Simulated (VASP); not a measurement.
# Pr3Mo (P4/mmm) in VASP: a series of runs, part 2 of 2

VASP 6.6.1.

## 3. Relaxation of cell and atoms, PBE

Input file INCAR:

```
SYSTEM = Pr3Mo
PREC     = Accurate       ! precision mode
ENCUT    = 500            ! plane-wave cutoff, eV
EDIFF    = 1E-7           ! SCF threshold, eV
ISMEAR   = 0              ! smearing method
SIGMA    = 0.1            ! smearing width, eV
LREAL    = .False.        ! projectors in reciprocal space
LASPH    = .True.         ! aspherical terms in the spheres
NELM     = 200            ! most SCF steps
ALGO     = Normal         ! electronic algorithm
ISIF     = 3              ! what is computed and relaxed
LWAVE    = .False.        ! write WAVECAR
LCHARG   = .False.        ! write CHGCAR
GGA      = PE             ! functional
IBRION   = 2              ! ionic algorithm
NSW      = 90             ! ionic steps
EDIFFG   = -0.04          ! ionic threshold
GGA_COMPAT= .False.      
NELMIN   = 4            
LMAXMIX  = 6              ! l up to which the mixer works
```

Input file KPOINTS:

```
regular mesh
0
Gamma
  4 4 4
  0 0 0
```

Input file POSCAR:

```
Pr3Mo
1.0
    5.5628007000      0.0000000000      0.0000000000
    0.0000000000      5.5628007000      0.0000000000
    0.0000000000      0.0000000000      4.5237200300
Pr Mo
3 1
Direct
    0.0000000000      0.0000000000      0.0000000000
    0.5000000000      0.0000000000      0.5000000000
    0.0000000000      0.5000000000      0.5000000000
    0.5000000000      0.5000000000      0.0000000000
```

Potentials or basis: VASP PAW PBE potentials, release 64 (Pr_3, Mo_sv), 4f in core.

Launch:

```bash
> cat potpaw_PBE.64/Pr_3/POTCAR potpaw_PBE.64/Mo_sv/POTCAR > POTCAR
> mpirun -np 1 vasp_std > vasp.out
```

OUTCAR:

```text
SYSTEM = Pr3Mo
   PREC = Accurate
   ENCUT = 500
   EDIFF = 1E-7
   ISMEAR = 0
   LREAL = .False.
   LASPH = .True.
   NELM = 200
   ISIF = 3
   GGA = PE
   IBRION = 2
   NSW = 90
   EDIFFG = -0.04
   NELMIN = 4

 ion  position               nearest neighbor table
   1  0.000  0.000  0.000-   2 3.58   3 3.58   2 3.58   3 3.58   3 3.58   3 3.58   2 3.58   2 3.58

   2  0.500  0.000  0.500-   1 3.58   4 3.58   1 3.58   4 3.58   4 3.58   4 3.58   1 3.58   1 3.58
                             3 3.93   3 3.93   3 3.93   3 3.93
   3  0.000  0.500  0.500-   1 3.58   4 3.58   1 3.58   4 3.58   1 3.58   1 3.58   4 3.58   4 3.58
                             2 3.93   2 3.93   2 3.93   2 3.93
   4  0.500  0.500  0.000-   2 3.58   3 3.58   2 3.58   3 3.58   2 3.58   2 3.58   3 3.58   3 3.58

  LATTYP: Found a simple tetragonal cell.
 ALAT       =     5.5628007000
 C/A-ratio  =     0.8132090783

  Lattice vectors:

 A1 = (   5.5628007000,   0.0000000000,   0.0000000000)
 A2 = (   0.0000000000,   5.5628007000,   0.0000000000)
 A3 = (   0.0000000000,   0.0000000000,   4.5237200300)

Analysis of symmetry for initial positions (statically):
=====================================================================
 Subroutine PRICEL returns:
 Original cell was already a primitive cell.

 Routine SETGRP: Setting up the symmetry group for a
 simple tetragonal supercell.

 Subroutine GETGRP returns: Found 16 space group operations
 (whereof 16 operations were pure point group operations)
 out of a pool of 16 trial point group operations.

The static configuration has the point symmetry D_4h.

Analysis of symmetry for dynamics (positions and initial velocities):
=====================================================================
 Subroutine PRICEL returns:
 Original cell was already a primitive cell.

 Routine SETGRP: Setting up the symmetry group for a
 simple tetragonal supercell.

 Subroutine GETGRP returns: Found 16 space group operations
 (whereof 16 operations were pure point group operations)
 out of a pool of 16 trial point group operations.

The dynamic configuration has the point symmetry D_4h.

 Subroutine INISYM returns: Found 16 space group operations
 (whereof 16 operations are pure point group operations),
 and found     1 'primitive' translations

----------------------------------------------------------------------------------------

                                     Primitive cell

  volume of cell :     139.9854

  direct lattice vectors                    reciprocal lattice vectors
     5.562800700  0.000000000  0.000000000     0.179765563  0.000000000  0.000000000
     0.000000000  5.562800700  0.000000000     0.000000000  0.179765563  0.000000000
     0.000000000  0.000000000  4.523720030     0.000000000  0.000000000  0.221057005

  length of vectors
     5.562800700  5.562800700  4.523720030     0.179765563  0.179765563  0.221057005

  position of ions in fractional coordinates (direct lattice)
     0.000000000  0.000000000  0.000000000
     0.500000000  0.000000000  0.500000000
     0.000000000  0.500000000  0.500000000
     0.500000000  0.500000000  0.000000000

  ion indices of the primitive-cell ions
   primitive index   ion index
                 1           1
                 2           2
                 3           3
                 4           4

----------------------------------------------------------------------------------------

 KPOINTS: regular mesh

Automatic generation of k-mesh.
 Grid dimensions read from file:
 generate k-points for:    4    4    4

 Generating k-lattice:

  Cartesian coordinates                     Fractional coordinates (reciprocal lattice)
     0.044941391  0.000000000  0.000000000     0.250000000  0.000000000  0.000000000
     0.000000000  0.044941391  0.000000000     0.000000000  0.250000000  0.000000000
     0.000000000  0.000000000  0.055264251     0.000000000  0.000000000  0.250000000

  Length of vectors
     0.044941391  0.044941391  0.055264251

  Shift w.r.t. Gamma in fractional coordinates (k-lattice)
     0.000000000  0.000000000  0.000000000

 Subroutine IBZKPT returns following result:
 ===========================================

 Found     18 irreducible k-points:

 Following reciprocal coordinates:
            Coordinates               Weight
  0.000000  0.000000  0.000000      1.000000
  0.250000  0.000000  0.000000      4.000000
  0.500000  0.000000  0.000000      2.000000
  0.250000  0.250000  0.000000      4.000000
  0.500000  0.250000  0.000000      4.000000
  0.500000  0.500000  0.000000      1.000000
[... 10 lines left out ...]
  0.500000  0.250000  0.500000      4.000000
  0.500000  0.500000  0.500000      1.000000
   k-points           NKPTS =     18   k-points in BZ     NKDIM =     18   number of bands    NBANDS=     28
   number of dos      NEDOS =    301   number of ions     NIONS =      4
   total plane-waves  NPLWV =  63504
   dimension x,y,z NGX =    42 NGY =   42 NGZ =   36
   dimension x,y,z NGXF=    84 NGYF=   84 NGZF=   72
   ions per type =               3   1
   NGX,Y,Z   is equivalent  to a cutoff of  12.55, 12.55, 13.23 a.u.
   NGXF,Y,Z  is equivalent  to a cutoff of  25.10, 25.10, 26.46 a.u.
 SYSTEM =  Pr3Mo
   PREC   = accura    normal or accurate (medium, high low for compatibility)
   ISTART =      0    job   : 0-new  1-cont  2-samecut
   ICHARG =      2    charge: 1-file 2-atom 10-const
   ISPIN  =      1    spin polarized calculation?
   LNONCOLLINEAR =      F non collinear calculations
   LSORBIT =      F    spin-orbit coupling
   LASPH  =      T    aspherical Exc in radial PAW
   ENCUT  =  500.0 eV  36.75 Ry    6.06 a.u.  10.14 10.14  8.25*2*pi/ulx,y,z
   NELM   =    200;   NELMIN=  4; NELMDL= -5     # of ELM steps
   EDIFF  = 0.1E-06   stopping-criterion for ELM
   LREAL  =      F    real-space projection
   EDIFFG = -.4E-01   stopping-criterion for IOM
   NSW    =     90    number of steps for IOM
   IBRION =      2    ionic relax: 0-MD 1-quasi-New 2-CG
   NFREE  =      1    steps in history (QN), initial steepest desc. (CG)
   ISIF   =      3    stress and relaxation
   ISYM   =      2    0-nonsym 1-usesym 2-fastsym
   POTIM  = 0.5000    time-step for ionic-motion
   TEBEG  =    0.0;   TEEND  =   0.0 temperature during run
   PSTRESS=    0.0 pullay stress
   NELECT =      47.0000    total number of electrons
   NUPDOWN=      -1.0000    fix difference up-down
   EMIN   =  10.00;   EMAX   =-10.00  energy-range for DOS
   EFERMI =   0.00;   METHOD = LEGACY
   ISMEAR =     0;   SIGMA  =   0.10  broadening in eV -4-tet -1-fermi 0-gaus
   EFERMI_NEDOS =   21; number of points for ismear=-14 and -15
   IALGO  =     38    algorithm
   IMIX   =      4    mixing-type and parameters
     AMIX     =   0.40;   BMIX     =  1.00
     AMIX_MAG =   1.60;   BMIX_MAG =  1.00
  volume/ion in A,a.u.               =      35.00       236.17
  Fermi-wavevector in a.u.,A,eV,Ry     =   1.137837  2.150199 17.615082  1.294672
  Thomas-Fermi vector in A             =   2.274541
   LORBIT       =      0    0 simple, 1 ext, 2 COOP (PROOUT), +10 PAW based schemes
   GGA     = PE    functional components
   LHFCALC =     F    Hartree Fock is set to
   AEXX    =    0.0000 exact exchange contribution
   IVDW    =     0    specifies the selected vdW correction
   LEPSILON=     F    determine dielectric tensor
   LRPA    =     F    only Hartree local field effects (RPA)
 conjugate gradient relaxation of ions
 non-spin polarized calculation
 Gauss-broadening in eV      SIGMA  =   0.10
  energy-cutoff  :      500.00
  volume of cell :      139.99
 maximum number of plane-waves:      3572
 NGX is ok and might be reduce to    42
   NGX = 21   NGY = 21   NGZ = 17

--------------------------------------- Ionic step        1  -------------------------------------------

 number of electron      47.0000002 magnetization

 Free energy of the ion-electron system (eV)
  ---------------------------------------------------
  ext. energy  EPLUGINS =         0.00000000
  ---------------------------------------------------
  free energy    TOTEN  =       -22.17609072 eV

  energy without entropy =      -22.13555907  energy(sigma->0) =      -22.15582489

 E-fermi :   3.6284     XC(G=0):  -9.6312

 val. band max:        3.5931940134   @ k =   0.2500   0.0000   0.5000
 cond. band min:       3.6588963786   @ k =   0.0000   0.0000   0.5000
 fundamental gap:      0.0657023652
 Fermi energy:         3.6284378353

 k-point     1 :       0.0000    0.0000    0.0000
  band No.  band energies     occupation
      1     -56.9156      2.00000
      2     -32.8764      2.00000
      3     -32.6506      2.00000
      4     -32.6467      2.00000
      5     -30.9906      2.00000
      6     -30.9436      2.00000
[... 654 lines left out ...]
  FREE ENERGIE OF THE ION-ELECTRON SYSTEM (eV)
  ---------------------------------------------------
  free  energy   TOTEN  =       -22.8693127045 eV

  energy  without entropy=      -22.8333032151  energy(sigma->0) =      -22.85130796

[... ionic steps 4 to 11 ...]

--------------------------------------- Ionic step       12  -------------------------------------------

 number of electron      47.0000002 magnetization

------------------------ aborting loop because EDIFF is reached ----------------------------------------
[... 71 lines left out ...]
--------------------------------------- Ionic step       14  -------------------------------------------

 number of electron      47.0000003 magnetization

 Free energy of the ion-electron system (eV)
  ---------------------------------------------------
  ext. energy  EPLUGINS =         0.00000000
  ---------------------------------------------------
  free energy    TOTEN  =       -22.92157828 eV

  energy without entropy =      -22.89685513  energy(sigma->0) =      -22.90921670

 E-fermi :   4.9894     XC(G=0): -10.4687

 val. band max:        4.9750679767   @ k =   0.2500   0.0000   0.5000
 cond. band min:       5.0477526854   @ k =   0.5000   0.5000   0.5000
 fundamental gap:      0.0726847087
 Fermi energy:         4.9893881563

 k-point     1 :       0.0000    0.0000    0.0000
  band No.  band energies     occupation
      1     -55.4864      2.00000
      2     -31.2953      2.00000
      3     -30.9711      2.00000
      4     -30.9135      2.00000
      5     -29.5744      2.00000
      6     -29.5744      2.00000
[... 578 lines left out ...]
  FREE ENERGIE OF THE ION-ELECTRON SYSTEM (eV)
  ---------------------------------------------------
  free  energy   TOTEN  =       -22.9215782768 eV

  energy  without entropy=      -22.8968551269  energy(sigma->0) =      -22.90921670

 reached required accuracy - stopping structural energy minimisation
```

Wall time 6.2 min (1 thread of Intel Xeon 6975P-C (Granite Rapids), shared host); peak memory 0.28 GiB.

What came out:

```yaml
Free_energy: -22.9216 eV
Relaxed_volume: 28.84 Å³/atom
Relaxed_cell: a = 4.763 Å, b = 4.763 Å, c = 5.085 Å, α = 90.00°, β = 90.00°, γ = 90.00°
Space_group_after_relaxing_to_0.1_Å: P4/mmm (No. 123)
Energy_gained_by_relaxing: 186.4 meV/atom
Ionic_steps: 14
Pressure_after_relaxing: 0.0 GPa
Band_gap_on_the_k_mesh: zero (an odd number of electrons rules out a gap without spin polarisation)
```

The path:
```csv
step,energy change (eV),largest force (eV/Å),pressure (GPa),volume (Å³)
1,0.0000,0.0000,-7.24,139.99
2,-0.6686,0.0000,2.09,110.31
3,-0.6932,0.0000,0.13,114.20
4,-0.6930,0.0000,-0.10,114.68
5,-0.6989,0.0000,-0.10,114.76
6,-0.7131,0.0000,0.01,114.94
7,-0.7391,0.0000,0.25,115.08
8,-0.7412,0.0000,0.50,114.49
9,-0.3585,0.0000,2.12,110.21
10,-0.7428,0.0000,0.53,114.36
11,-0.7257,0.0000,0.79,113.64
12,-0.7434,0.0000,0.57,114.25
13,-0.7182,0.0000,-1.70,119.31
14,-0.7455,0.0000,0.03,115.36
```

Final structure:
```
Pr Mo
1.0
     4.76305    0.00000    0.00000
     0.00000    4.76305    0.00000
     0.00000    0.00000    5.08506
Pr Mo
3 1
Direct
  0.00000 0.00000 0.00000
  0.50000 0.00000 0.50000
  0.00000 0.50000 0.50000
  0.50000 0.50000 0.00000
```

Caveat: the volume moved by over 15 % at a fixed basis, so the end points are rough; spin-orbit coupling is left out, which moves the levels of the heavy elements; the 4f electrons are frozen in the core, so they carry no moment and show no levels. Spin polarisation is off, so any magnetic state and its effect on volume and gap are missing.
